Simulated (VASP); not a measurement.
# CdS (F-43m) in VASP: a series of runs, part 2 of 2

VASP 6.6.1. The steps go on from the part before.

## 4. Relaxation of cell and atoms, r2SCAN

This run uses another cell than the first one, of 26.02 Å³/atom, 1.025 times its volume.

Contents of POSCAR:

```
CdS
1.0
    0.0000000000      2.9632923888      2.9632923888
    2.9632923888      0.0000000000      2.9632923888
    2.9632923888      2.9632923888      0.0000000000
Cd S
1 1
Direct
    0.0000000000      0.0000000000      0.0000000000
    0.2500000000      0.2500000000      0.2500000000
```

Contents of INCAR.step1:

```
ALGO     = Normal         # electronic algorithm
EDIFF    = 1E-4           # SCF threshold, eV
ENCUT    = 600            # plane-wave cutoff, eV
GGA      = PE             # functional
ISMEAR   = -1             # smearing method
LASPH    = True           # aspherical terms in the spheres
LCHARG   = False          # write CHGCAR
LREAL    = False          # projectors in reciprocal space
LWAVE    = True           # write WAVECAR
NELM     = 80             # most SCF steps
PREC     = Accurate       # precision mode
SIGMA    = 0.02           # smearing width, eV
```

Contents of INCAR.step2:

```
ALGO     = Normal         # electronic algorithm
EDIFF    = 1E-6           # SCF threshold, eV
EDIFFG   = -0.005         # ionic threshold
ENCUT    = 600            # plane-wave cutoff, eV
IBRION   = 2              # ionic algorithm
ISIF     = 3              # what is computed and relaxed
ISMEAR   = -1             # smearing method
ISTART   = 1            
LASPH    = True           # aspherical terms in the spheres
LCHARG   = False          # write CHGCAR
LMIXTAU  = True         
LREAL    = False          # projectors in reciprocal space
LWAVE    = False          # write WAVECAR
METAGGA  = R2SCAN         # meta-GGA
NELM     = 80             # most SCF steps
NSW      = 80             # ionic steps
PREC     = Accurate       # precision mode
SIGMA    = 0.02           # smearing width, eV
```

Contents of KPOINTS:

```
k-points
0
Gamma
  6 6 6
```

Potentials or basis: VASP PAW PBE potentials, release 64 (Cd, S).

The run is started by

```sh
$ cat potpaw_PBE.64/Cd/POTCAR potpaw_PBE.64/S/POTCAR > POTCAR
$ cp INCAR.step1 INCAR
$ mpirun -np 1 vasp_std > vasp.out
$ cp INCAR.step2 INCAR
$ mpirun -np 1 vasp_std > vasp.out
```

OUTCAR:

```text
EDIFF = 1E-6
   EDIFFG = -0.005
   ENCUT = 600
   IBRION = 2
   ISIF = 3
   ISMEAR = -1
   ISTART = 1
   LASPH = True
   LREAL = False
   METAGGA = R2SCAN
   NELM = 80
   NSW = 80
   PREC = Accurate

 ion  position               nearest neighbor table
   1  0.000  0.000  0.000-   2 2.57   2 2.57   2 2.57   2 2.57
   2  0.250  0.250  0.250-   1 2.57   1 2.57   1 2.57   1 2.57

  LATTYP: Found a face centered cubic cell.
 ALAT       =     5.9265847776

  Lattice vectors:

 A1 = (   0.0000000000,   2.9632923888,   2.9632923888)
 A2 = (   2.9632923888,   0.0000000000,   2.9632923888)
 A3 = (   2.9632923888,   2.9632923888,   0.0000000000)

Analysis of symmetry for initial positions (statically):
=====================================================================
 Subroutine PRICEL returns:
 Original cell was already a primitive cell.
[... 171 lines left out ...]
  in kB      -11.7758063    -11.7758063    -11.7758063      0.0000000     -0.0000000      0.0000000
  external PRESSURE =     -11.7758063 kB  Pullay stress =       0.0000000 kB
[... 59 lines left out ...]
--------------------------------------- Ionic step        3  -------------------------------------------

 number of electron      17.9999999 magnetization

 Free energy of the ion-electron system (eV)
  ---------------------------------------------------
  ext. energy  EPLUGINS =         0.00000000
  ---------------------------------------------------
  free energy    TOTEN  =       -29.68516209 eV

  energy without entropy =      -29.68516209  energy(sigma->0) =      -29.68516209

 E-fermi :   1.2165     XC(G=0):  -9.5985

 val. band max:        0.8200952739   @ k =   0.0000   0.0000   0.0000
 cond. band min:       2.3478240021   @ k =   0.0000   0.0000   0.0000
 fundamental gap:      1.5277287282
 Fermi energy:         1.2164744845

 k-point     1 :       0.0000    0.0000    0.0000
  band No.  band energies     occupation
      1     -11.8861      2.00000
      2      -7.0547      2.00000
      3      -7.0547      2.00000
      4      -7.0547      2.00000
      5      -6.5802      2.00000
      6      -6.5802      2.00000
      7       0.8201      2.00000
      8       0.8201      2.00000
      9       0.8201      2.00000
     10       2.3478      0.00000
     11       7.8985      0.00000
     12       7.8985      0.00000
     13       7.8985      0.00000
[... 267 lines left out ...]
  FREE ENERGIE OF THE ION-ELECTRON SYSTEM (eV)
  ---------------------------------------------------
  free  energy   TOTEN  =       -29.6851620876 eV

  energy  without entropy=      -29.6851620876  energy(sigma->0) =      -29.68516209

 reached required accuracy - stopping structural energy minimisation
```

It took 2.8 min on 1 thread of Intel Xeon Platinum 8259CL at 2.50GHz (Skylake/Cascade Lake), shared host; peak memory 0.22 GiB.

Results:

```
Free energy                            : -29.6852 eV
Relaxed volume                         : 25.50 Å³/atom
Relaxed cell                           : a = 4.162 Å, b = 4.162 Å, c = 4.162 Å, α = 60.00°, β = 60.00°, γ = 60.00°
Space group after relaxing (to 0.05 Å) : F-43m (No. 216)
Energy gained by relaxing              : 2.0 meV/atom
Ionic steps                            : 3
Pressure after relaxing                : 0.0 GPa
Band gap on the k mesh                 : 1.53 eV, direct
```

Step by step:
```
step  energy change (eV)  largest force (eV/Å)  pressure (GPa)  volume (Å³)
   1              0.0000                0.0000           -1.18        52.04
   2             -0.0034                0.0000            0.46        50.61
   3             -0.0039                0.0000            0.00        50.99
```

Final structure:
```
Cd S
1.0
     0.00000    2.94321    2.94321
     2.94321    0.00000    2.94321
     2.94321    2.94321    0.00000
Cd S
1 1
Direct
  0.00000 0.00000 0.00000
  0.25000 0.25000 0.25000
```

Caveat: the PAW data sets were made with another functional, which shifts forces and pressure a little. r2SCAN opens gaps a little over a GGA but as a rule still falls short of measured ones.

## 5. Single point, PBE0

Contents of POSCAR:

```
CdS
1.0
    0.0000000000      2.9392146858      2.9392146858
    2.9392146858      0.0000000000      2.9392146858
    2.9392146858      2.9392146858      0.0000000000
Cd S
1 1
Direct
    0.0000000000      0.0000000000      0.0000000000
    0.2500000000      0.2500000000      0.2500000000
```

Contents of INCAR.step1:

```
SYSTEM = CdS
PREC = Accurate
ENCUT = 520
EDIFF = 1E-5
ISMEAR = 0
SIGMA = 0.01
LREAL = .False.
LASPH = .True.
NELM = 60
ALGO = Normal
ISIF = 2
LWAVE = .True.
NBANDS = 16
GGA = PE
LUSENCCL = .False.
```

Contents of INCAR.step2:

```
SYSTEM = CdS
PREC = Accurate
ENCUT = 520
EDIFF = 1E-6
ISMEAR = 0
SIGMA = 0.01
LREAL = .False.
LASPH = .True.
NELM = 60
ALGO = Normal
ISIF = 2
LWAVE = .False.
LCHARG = .True.
GGA = PE
LHFCALC = .True.
AEXX = 0.25
PRECFOCK = Normal
LELF = .True.
LVHAR = .True.
NBANDS = 16
ISTART = 1
LUSENCCL = .False.
```

Contents of KPOINTS:

```
Automatic mesh
0
Gamma
  6 6 6
  0 0 0
```

Potentials or basis: VASP PAW PBE potentials, release 64 (Cd, S).

The run is started by

```sh
$ cat potpaw_PBE.64/Cd/POTCAR potpaw_PBE.64/S/POTCAR > POTCAR
$ cp INCAR.step1 INCAR
$ mpirun -np 1 vasp_std > vasp.out
$ cp INCAR.step2 INCAR
$ mpirun -np 1 vasp_std > vasp.out
```

OUTCAR:

```text
SYSTEM = CdS
   PREC = Accurate
   ENCUT = 520
   EDIFF = 1E-6
   ISMEAR = 0
   LREAL = .False.
   LASPH = .True.
   NELM = 60
   ISIF = 2
   GGA = PE
   LHFCALC = .True.
   AEXX = 0.25
   PRECFOCK = Normal
   ISTART = 1

 ion  position               nearest neighbor table
   1  0.000  0.000  0.000-   2 2.55   2 2.55   2 2.55   2 2.55
   2  0.250  0.250  0.250-   1 2.55   1 2.55   1 2.55   1 2.55

  LATTYP: Found a face centered cubic cell.
 ALAT       =     5.8784293716

  Lattice vectors:

 A1 = (   0.0000000000,   2.9392146858,   2.9392146858)
 A2 = (   2.9392146858,   0.0000000000,   2.9392146858)
 A3 = (   2.9392146858,   2.9392146858,   0.0000000000)

Analysis of symmetry for initial positions (statically):
=====================================================================
 Subroutine PRICEL returns:
 Original cell was already a primitive cell.

 Routine SETGRP: Setting up the symmetry group for a
 face centered cubic supercell.

 Subroutine GETGRP returns: Found 24 space group operations
 (whereof 24 operations were pure point group operations)
 out of a pool of 48 trial point group operations.

The static configuration has the point symmetry T_d .

Analysis of symmetry for dynamics (positions and initial velocities):
=====================================================================
 Subroutine PRICEL returns:
 Original cell was already a primitive cell.

 Routine SETGRP: Setting up the symmetry group for a
 face centered cubic supercell.

 Subroutine GETGRP returns: Found 24 space group operations
 (whereof 24 operations were pure point group operations)
 out of a pool of 48 trial point group operations.

[... 112 lines left out ...]
  volume/ion in A,a.u.               =      25.39       171.35
  Fermi-wavevector in a.u.,A,eV,Ry     =   1.158576  2.189390 18.263064  1.342297
  Thomas-Fermi vector in A             =   2.295176
   LORBIT       =      0    0 simple, 1 ext, 2 COOP (PROOUT), +10 PAW based schemes
   GGA     = PE    functional components
   LHFCALC =     T    Hartree Fock is set to
   PRECFOCK=normal    Normal, Fast or Accurate (Low or Medium for compatibility)
   ENCUT4O =  -1.0   cutoff for four orbital integrals eV
   NKREDX  =     1    reduce k-point grid by
   NKREDY  =     1    reduce k-point grid by
   NKREDZ  =     1    reduce k-point grid by
   AEXX    =    0.2500 exact exchange contribution
   HFSCREEN=    0.0000 screening length (either q_TF or 0.3 A-1)
   HFSCREENC=   0.0000 screening length for correlation (either q_TF or 0.3 A-1)
   ENCUTFOCK=  -1.0 apply spherical cutoff to Coloumb kernel
   IVDW    =     0    specifies the selected vdW correction
   LEPSILON=     F    determine dielectric tensor
   LRPA    =     F    only Hartree local field effects (RPA)
 non-spin polarized calculation
 Gauss-broadening in eV      SIGMA  =   0.01
  energy-cutoff  :      520.00
  volume of cell :       50.78
 maximum number of plane-waves:      1381
  NGX = 24; NGY = 24; NGZ = 24

 number of electron      18.0000005 magnetization

 Free energy of the ion-electron system (eV)
  ---------------------------------------------------
  ext. energy  EPLUGINS =         0.00000000
  ---------------------------------------------------
  free energy    TOTEN  =        -8.18649137 eV

  energy without entropy =       -8.18649137  energy(sigma->0) =       -8.18649137

 E-fermi :   0.2366     XC(G=0):  -7.1357

 val. band max:        0.1011006105   @ k =   0.0000   0.0000   0.0000
 cond. band min:       2.8727210048   @ k =   0.0000   0.0000   0.0000
 fundamental gap:      2.7716203943
 Fermi energy:         0.2365705614

 k-point     1 :       0.0000    0.0000    0.0000
  band No.  band energies     occupation
      1     -13.3799      2.00000
      2      -8.7295      2.00000
      3      -8.7295      2.00000
      4      -8.7295      2.00000
      5      -8.2753      2.00000
      6      -8.2753      2.00000
[... 281 lines left out ...]
      3      -8.4791      2.00000
      4      -8.3515      2.00000
      5      -8.2381      2.00000
      6      -7.6699      2.00000
[... 8 lines left out ...]
     15      15.4321      0.00000
     16      15.5022      0.00000

------------------------ aborting loop because EDIFF is reached ----------------------------------------

  FORCE on cell =-STRESS in cart. coord.  units (eV):
  Direction    XX          YY          ZZ          XY          YZ          ZX
  --------------------------------------------------------------------------------------
  -------------------------------------------------------------------------------------
  Total        0.0995988      0.0995988      0.0995988      0.0000000      0.0000000      0.0000000
  in kB        3.1422507      3.1422507      3.1422507      0.0000000      0.0000000      0.0000000
  external PRESSURE =       3.1422507 kB  Pullay stress =       0.0000000 kB

 VOLUME and BASIS-vectors are now :
 -----------------------------------------------------------------------------
  energy-cutoff  :      520.00
  volume of cell :       50.78
      direct lattice vectors                 reciprocal lattice vectors
     0.000000000  2.939214686  2.939214686    -0.170113467  0.170113467  0.170113467
     2.939214686  0.000000000  2.939214686     0.170113467 -0.170113467  0.170113467
     2.939214686  2.939214686  0.000000000     0.170113467  0.170113467 -0.170113467

 POSITION                                       TOTAL-FORCE (eV/Angst)
 -----------------------------------------------------------------------------------
      0.00000      0.00000      0.00000        -0.000000      0.000000     -0.000000
      1.46961      1.46961      1.46961         0.000000     -0.000000      0.000000
 -----------------------------------------------------------------------------------
    total drift:                                0.000065      0.000058      0.000042

  FREE ENERGIE OF THE ION-ELECTRON SYSTEM (eV)
  ---------------------------------------------------
  free  energy   TOTEN  =        -8.1864913708 eV

  energy  without entropy=       -8.1864913708  energy(sigma->0) =       -8.18649137
```

OSZICAR.step1:

```text
N       E                     dE             d eps       ncg     rms          rms(c)
DAV:   1     0.113978898333E+03    0.11398E+03   -0.89727E+03   512   0.103E+03
DAV:   2    -0.222008567759E+01   -0.11620E+03   -0.10816E+03   616   0.256E+02
DAV:   3    -0.665828638548E+01   -0.44382E+01   -0.44309E+01   656   0.530E+01
DAV:   4    -0.668597793118E+01   -0.27692E-01   -0.27689E-01   624   0.411E+00
DAV:   5    -0.668635562976E+01   -0.37770E-03   -0.37769E-03   672   0.451E-01    0.772E+00
DAV:   6    -0.615535237896E+01    0.53100E+00   -0.85030E-01   768   0.114E+01    0.624E+00
DAV:   7    -0.613669461234E+01    0.18658E-01   -0.19322E-01   608   0.299E+00    0.308E+00
DAV:   8    -0.613698837989E+01   -0.29377E-03   -0.17565E-02   600   0.166E+00    0.293E-01
DAV:   9    -0.613690989772E+01    0.78482E-04   -0.20642E-03   624   0.661E-01    0.603E-02
DAV:  10    -0.613704516465E+01   -0.13527E-03   -0.24703E-04   600   0.154E-01    0.696E-02
DAV:  11    -0.613713203865E+01   -0.86874E-04   -0.13677E-04   648   0.931E-02    0.236E-02
DAV:  12    -0.613712326205E+01    0.87766E-05   -0.25280E-05   520   0.654E-02
   1 F= -.61371233E+01 E0= -.61371233E+01  d E =-.321558E-15
```

Wall time 27 min (1 × NVIDIA H100 80GB with 1 thread of AMD EPYC 7R13 (Zen 3), shared host); peak memory 1.2 GiB.

What came out:

| Quantity | Value |
| --- | --- |
| Free energy | -8.1865 eV |
| Pressure | 0.3 GPa |
| Band gap on the k mesh | 2.77 eV, direct |

Caveat: the PAW data sets were made with another functional, which shifts forces and pressure a little.

## 6. Overview

| task | level | cell | k mesh | cutoff (eV) | smearing | grid for exact exchange (PRECFOCK) | gap on the mesh (eV) | pressure (GPa) |
| --- | --- | --- | --- | --- | --- | --- | --- | --- |
| single point | r2SCAN | a = 4.157 Å, angles 60.0°, 2 atoms | 6 × 6 × 6 | 520 | fermi-dirac 0.02 eV | - | 1.54 | 0.3 |
| single point | r2SCAN | a = 4.157 Å, angles 60.0°, 2 atoms | 8 × 8 × 8 | 520 | gaussian 0.01 eV | - | 1.54 | 0.3 |
| relaxation of cell and atoms | r2SCAN | relaxed from a = 4.191 Å, angles 60.0°, 2 atoms | 6 × 6 × 6 | 600 | fermi-dirac 0.02 eV | - | 1.53 | 0.0 |
| single point | PBE0 | a = 4.157 Å, angles 60.0°, 2 atoms | 6 × 6 × 6 | 520 | gaussian 0.01 eV | Normal | 2.77 | 0.3 |

Alike in all rows: potentials or basis VASP PAW PBE potentials, release 64 (Cd, S); no spin polarisation.

On the cell as given the gap runs from 1.54 eV (r2SCAN) to 2.77 eV (PBE0); the meshes differ, which moves gaps too.

Caveats: the PAW data sets were made with another functional, which shifts forces and pressure a little.

Absolute energies hang on the potentials; compare differences alone.
